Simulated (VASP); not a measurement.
Here is a VASP 6.6.1 calculation.

INCAR

```
SYSTEM = Ge
PREC = Accurate ; ENCUT = 520
EDIFF = 1E-8 ; ISMEAR = -1
SIGMA = 0.15 ; LREAL = .FALSE.
LASPH = .TRUE. ; NELM = 100
ALGO = Normal ; ISIF = 2
LWAVE = .FALSE. ; LCHARG = .TRUE.
GGA = CA ; IBRION = 8
NSW = 1
```

KPOINTS

```
Automatic mesh
0
G
  14 14 14
  0 0 0
```

The input POSCAR:

```
Ge
1.0
    0.0000000000      2.8304324287      2.8304324287
    2.8304324287      0.0000000000      2.8304324287
    2.8304324287      2.8304324287      0.0000000000
Ge
2
Direct
    0.5000000000      0.5000000000      0.5000000000
    0.7500000000      0.7500000000      0.7500000000
```

Potentials or basis: VASP PAW LDA potentials, release 64 (Ge_d).

Launch:

```sh
$ cat potpaw_LDA.64/Ge_d/POTCAR > POTCAR
$ mpirun -np 1 vasp_std > vasp.out
```

Task: Estimate the highest phonon frequency at Γ.

Result: 282 cm⁻¹.

Phonon frequencies in cm⁻¹ (negative: imaginary):
```
              q point        frequencies
(0.000, 0.000, 0.000)  0 0 0 282 282 282
```

Caveat: the cell stands under pressure or tension, which shifts response properties.
